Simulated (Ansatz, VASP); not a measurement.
Tl: VASP beside Ansatz

```
Tl
1.0
    -1.89247    1.89247    1.94100
     1.89247   -1.89247    1.94100
     1.89247    1.89247   -1.94100
Tl
1
Direct
  0.00000 0.00000 0.00000
```

Change from the starting cell: strain -0.025 along x and y, +0.000 along z, atoms carried along.

Alike in both runs: task single point; functional PBE; dispersion D3(BJ); k mesh 18 × 18 × 18; occupations gaussian, width 0.15 eV; no spin polarisation.

|  | VASP | Ansatz |
| --- | --- | --- |
| version | VASP 6.6.1 | Ansatz 0.2.0 |
| potentials or method | VASP PAW PBE potentials, release 64 (Tl_d), cutoff 520 eV | scalar-relativistic, plane waves, PAW |
| valence electrons in the cell | 13 | 13 |

|  | VASP | Ansatz | Ansatz less VASP |
| --- | --- | --- | --- |
| gap on the k mesh at the Fermi level (eV) | none | none | - |
| pressure (GPa) | 2.3 | 2.3 | +0.04 |
| traceless stress, the component that is largest in VASP (GPa) | -0.25 | -0.25 | 0.000 |

A gap of «none» marks a metal or a gap that the smearing closes.

Neither program's run includes spin-orbit coupling.
